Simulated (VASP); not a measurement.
# CsCdCl3 (Pm-3m) in VASP: a series of runs, part 2 of 2

VASP 6.6.1. The steps go on from the part before.

### 3 Relaxation of cell and atoms, LDA

INCAR reads:

```
SYSTEM = CsCdCl3
ALGO     = Normal         ! electronic algorithm
EDIFF    = 1E-7           ! SCF threshold, eV
EDIFFG   = -0.005         ! ionic threshold
ENCUT    = 600            ! plane-wave cutoff, eV
IBRION   = 2              ! ionic algorithm
ISIF     = 3              ! what is computed and relaxed
ISMEAR   = 0              ! smearing method
LASPH    = .True.         ! aspherical terms in the spheres
LCHARG   = .False.        ! write CHGCAR
LREAL    = .False.        ! projectors in reciprocal space
LWAVE    = .False.        ! write WAVECAR
NELM     = 100            ! most SCF steps
NSW      = 100            ! ionic steps
PREC     = Accurate       ! precision mode
SIGMA    = 0.02           ! smearing width, eV
```

KPOINTS reads:

```
k-points
0
Gamma
  6 6 6
  0 0 0
```

POSCAR reads:

```
CsCdCl3
1.0
    5.2000000000      0.0000000000      0.0000000000
    0.0000000000      5.2000000000      0.0000000000
    0.0000000000      0.0000000000      5.2000000000
Cs Cd Cl
1 1 3
Direct
    0.0000000000      0.0000000000      0.0000000000
    0.5000000000      0.5000000000      0.5000000000
    0.0000000000      0.5000000000      0.5000000000
    0.5000000000      0.0000000000      0.5000000000
    0.5000000000      0.5000000000      0.0000000000
```

Potentials or basis: VASP PAW LDA potentials, release 64 (Cs_sv, Cd, Cl).

On the command line:

```
$ cat potpaw_LDA.64/Cs_sv/POTCAR potpaw_LDA.64/Cd/POTCAR potpaw_LDA.64/Cl/POTCAR > POTCAR
$ mpirun -np 1 vasp_std > vasp.out
```

OUTCAR:

```text
SYSTEM = CsCdCl3
   EDIFF = 1E-7
   EDIFFG = -0.005
   ENCUT = 600
   IBRION = 2
   ISIF = 3
   ISMEAR = 0
   LASPH = .True.
   LREAL = .False.
   NELM = 100
   NSW = 100
   PREC = Accurate

 ion  position               nearest neighbor table
   1  0.000  0.000  0.000-
   2  0.500  0.500  0.500-   3 2.60   4 2.60   5 2.60   5 2.60   4 2.60   3 2.60
   3  0.000  0.500  0.500-   2 2.60   2 2.60
   4  0.500  0.000  0.500-   2 2.60   2 2.60
   5  0.500  0.500  0.000-   2 2.60   2 2.60

  LATTYP: Found a simple cubic cell.
 ALAT       =     5.2000000000

  Lattice vectors:

 A1 = (   5.2000000000,   0.0000000000,   0.0000000000)
 A2 = (   0.0000000000,   5.2000000000,   0.0000000000)
 A3 = (   0.0000000000,   0.0000000000,   5.2000000000)

Analysis of symmetry for initial positions (statically):
=====================================================================
 Subroutine PRICEL returns:
 Original cell was already a primitive cell.

 Routine SETGRP: Setting up the symmetry group for a
 simple cubic supercell.

 Subroutine GETGRP returns: Found 48 space group operations
 (whereof 48 operations were pure point group operations)
 out of a pool of 48 trial point group operations.

The static configuration has the point symmetry O_h .

Analysis of symmetry for dynamics (positions and initial velocities):
=====================================================================
 Subroutine PRICEL returns:
 Original cell was already a primitive cell.

 Routine SETGRP: Setting up the symmetry group for a
 simple cubic supercell.

 Subroutine GETGRP returns: Found 48 space group operations
 (whereof 48 operations were pure point group operations)
 out of a pool of 48 trial point group operations.

[... 105 lines left out ...]
   IBRION =      2    ionic relax: 0-MD 1-quasi-New 2-CG
   NFREE  =      1    steps in history (QN), initial steepest desc. (CG)
   ISIF   =      3    stress and relaxation
   ISYM   =      2    0-nonsym 1-usesym 2-fastsym
   POTIM  = 0.5000    time-step for ionic-motion
   TEBEG  =    0.0;   TEEND  =   0.0 temperature during run
   PSTRESS=    0.0 pullay stress
   NELECT =      42.0000    total number of electrons
   NUPDOWN=      -1.0000    fix difference up-down
   EMIN   =  10.00;   EMAX   =-10.00  energy-range for DOS
   EFERMI =   0.00;   METHOD = LEGACY
   ISMEAR =     0;   SIGMA  =   0.02  broadening in eV -4-tet -1-fermi 0-gaus
   EFERMI_NEDOS =   21; number of points for ismear=-14 and -15
   IALGO  =     38    algorithm
   IMIX   =      4    mixing-type and parameters
     AMIX     =   0.40;   BMIX     =  1.00
     AMIX_MAG =   1.60;   BMIX_MAG =  1.00
  volume/ion in A,a.u.               =      28.12       189.77
  Fermi-wavevector in a.u.,A,eV,Ry     =   1.094346  2.068014 16.294239  1.197593
  Thomas-Fermi vector in A             =   2.230649
   LORBIT       =      0    0 simple, 1 ext, 2 COOP (PROOUT), +10 PAW based schemes
   GGA     = CA    functional components
   LHFCALC =     F    Hartree Fock is set to
   AEXX    =    0.0000 exact exchange contribution
   IVDW    =     0    specifies the selected vdW correction
   LEPSILON=     F    determine dielectric tensor
   LRPA    =     F    only Hartree local field effects (RPA)
 conjugate gradient relaxation of ions
 non-spin polarized calculation
 Gauss-broadening in eV      SIGMA  =   0.02
  energy-cutoff  :      600.00
  volume of cell :      140.61
 maximum number of plane-waves:      4710
 NGX is ok and might be reduce to    42
   NGX = 21   NGY = 21   NGZ = 21

--------------------------------------- Ionic step        1  -------------------------------------------

 number of electron      41.9999996 magnetization

 Free energy of the ion-electron system (eV)
  ---------------------------------------------------
  ext. energy  EPLUGINS =         0.00000000
  ---------------------------------------------------
  free energy    TOTEN  =       -16.80785108 eV

  energy without entropy =      -16.80785108  energy(sigma->0) =      -16.80785108

------------------------ aborting loop because EDIFF is reached ----------------------------------------

  FORCE on cell =-STRESS in cart. coord.  units (eV):
  Direction    XX          YY          ZZ          XY          YZ          ZX
  --------------------------------------------------------------------------------------
  -------------------------------------------------------------------------------------
  Total       -1.4665021     -1.4665021     -1.4665021      0.0000000     -0.0000000     -0.0000000
  in kB      -16.7102618    -16.7102618    -16.7102618      0.0000000     -0.0000000     -0.0000000
  external PRESSURE =     -16.7102618 kB  Pullay stress =       0.0000000 kB
[... 65 lines left out ...]
--------------------------------------- Ionic step        3  -------------------------------------------

 number of electron      41.9999992 magnetization

 Free energy of the ion-electron system (eV)
  ---------------------------------------------------
  ext. energy  EPLUGINS =         0.00000000
  ---------------------------------------------------
  free energy    TOTEN  =       -16.84044879 eV

  energy without entropy =      -16.84044879  energy(sigma->0) =      -16.84044879

 E-fermi :   0.4874     XC(G=0):  -9.3363

 val. band max:        0.3195079034   @ k =   0.5000   0.5000   0.5000
 cond. band min:       1.9275839712   @ k =   0.0000   0.0000   0.0000
 fundamental gap:      1.6080760678
 Fermi energy:         0.4873706641

 k-point     1 :       0.0000    0.0000    0.0000
  band No.  band energies     occupation
      1     -18.6859      2.00000
      2     -13.4921      2.00000
      3     -12.8808      2.00000
      4     -12.8808      2.00000
      5      -6.3493      2.00000
      6      -6.3493      2.00000
[... 581 lines left out ...]
  FREE ENERGIE OF THE ION-ELECTRON SYSTEM (eV)
  ---------------------------------------------------
  free  energy   TOTEN  =       -16.8404487915 eV

  energy  without entropy=      -16.8404487915  energy(sigma->0) =      -16.84044879

 reached required accuracy - stopping structural energy minimisation
```

Run time: 2.2 min. Hardware: 1 thread of AMD EPYC 7R13 (Zen 3), shared host; peak memory 0.24 GiB.

Results:

| Property | Result |
| --- | --- |
| Free energy | -16.8404 eV |
| Relaxed volume | 26.92 Å³/atom |
| Relaxed cell | a = 5.125 Å, b = 5.125 Å, c = 5.125 Å, α = 90.00°, β = 90.00°, γ = 90.00° |
| Space group after relaxing (to 0.1 Å) | Pm-3m (No. 221) |
| Energy gained by relaxing | 6.5 meV/atom |
| Ionic steps | 3 |
| Pressure after relaxing | 0.0 GPa |
| Band gap on the k mesh | 1.61 eV (least direct gap 2.31 eV) |

The path:
| step | energy change (eV) | largest force (eV/Å) | pressure (GPa) | volume (Å³) |
| --- | --- | --- | --- | --- |
| 1 | 0.0000 | 0.0000 | -1.67 | 140.61 |
| 2 | -0.0326 | 0.0000 | -0.04 | 134.72 |
| 3 | -0.0326 | 0.0000 | 0.00 | 134.61 |

Final structure:
```
CELL_PARAMETERS angstrom
5.12499 0.00000 0.00000
0.00000 5.12499 0.00000
0.00000 0.00000 5.12499
ATOMIC_POSITIONS crystal
Cs 0.00000 0.00000 0.00000
Cd 0.50000 0.50000 0.50000
Cl 0.00000 0.50000 0.50000
Cl 0.50000 0.00000 0.50000
Cl 0.50000 0.50000 0.00000
```

Caveat: spin-orbit coupling is left out, which moves the levels of the heavy elements.
